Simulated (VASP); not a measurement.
As, 1 atom in the cell. The structure is cubic, space group Pm-3m (No. 221). Conventional cell: a = 2.739 Å, b = 2.739 Å, c = 2.739 Å, α = 90.00°, β = 90.00°, γ = 90.00°. Within 3.6 Å of As (site symmetry m-3m) lie 6 As at 2.74 Å. This isn't the form of As at room conditions, which is rhombohedral.

* Program: VASP 6.6.1
* Task: single point
* Functional: HSE06
* Potentials or basis: VASP PAW PBE potentials, release 64 (As_d)
* Cutoff: 400 eV
* k mesh: 6 × 6 × 6
* Occupations: fermi-dirac, width 0.05 eV
* Spin: no spin polarisation
* Dipole correction: no
* Grid for exact exchange (PRECFOCK): Normal
* Further INCAR settings: ALGO = Normal; EDIFF = 1e-06; NBANDS = 14
* Share of exact exchange: 0.25
* Screening parameter: 0.2079 1/Å

Potentials or basis: VASP PAW PBE potentials, release 64 (As_d).

The run is started by

```sh
$ cat potpaw_PBE.64/As_d/POTCAR > POTCAR
$ cp INCAR.step1 INCAR
$ mpirun -np 1 vasp_std > vasp.out
$ cp INCAR.step2 INCAR
$ mpirun -np 1 vasp_std > vasp.out
```

Hardware: 1 thread of Intel(R) Xeon(R) Platinum 8259CL CPU @ 2.50GHz (Skylake/Cascade Lake), with other jobs on the host.

**Question.** How long does it take, and how much memory?

**Answer.** It took 6.2 min on 1 thread of Intel(R) Xeon(R) Platinum 8259CL CPU @ 2.50GHz (Skylake/Cascade Lake), on a shared host, peak memory 0.22 GiB. Counts: k points 20.
